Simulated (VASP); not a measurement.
A run of VASP 6.6.1 is set up as follows.

File INCAR:

```
SYSTEM = Hg
PREC     = Accurate       ! precision mode
ENCUT    = 550            ! plane-wave cutoff, eV
EDIFF    = 1E-6           ! SCF threshold, eV
ISMEAR   = 0              ! smearing method
SIGMA    = 0.1            ! smearing width, eV
LREAL    = .FALSE.        ! projectors in reciprocal space
LASPH    = .TRUE.         ! aspherical terms in the spheres
NELM     = 120            ! most SCF steps
ALGO     = Normal         ! electronic algorithm
ISIF     = 2              ! what is computed and relaxed
LWAVE    = .FALSE.        ! write WAVECAR
LCHARG   = .TRUE.         ! write CHGCAR
GGA      = PE             ! functional
LELF     = .TRUE.         ! ELF
LVHAR    = .TRUE.       
NBANDS   = 27             ! bands
GGA_COMPAT= .FALSE.
```

The input KPOINTS:

```
Automatic mesh
0
G
  16 16 16
  0 0 0
```

File POSCAR:

```
Hg
1.0
   -3.1024721618      3.1024721618      1.6542213688
    3.1024721618     -3.1024721618      1.6542213688
    3.1024721618      3.1024721618     -1.6542213688
Hg
2
Direct
    0.7500000000      0.2500000000      0.5000000000
    0.0000000000      0.0000000000      0.0000000000
```

Potentials or basis: VASP PAW PBE potentials, release 64 (Hg_sv_GW).

Launch:

```sh
$ cat potpaw_PBE.64/Hg_sv_GW/POTCAR > POTCAR
$ mpirun -np 1 vasp_std > vasp.out
```

Estimate the pressure.

-0.9 GPa.

What does it give for the band gap on the k mesh?

Zero (bands 20 and 21 overlap by 2.22 eV).

Stress tensor (GPa, compression positive):
```
-0.84  0.00  0.00
 0.00 -0.84  0.00
 0.00  0.00 -0.98
```

Caveat: spin-orbit coupling is left out, which moves the levels of the heavy elements.
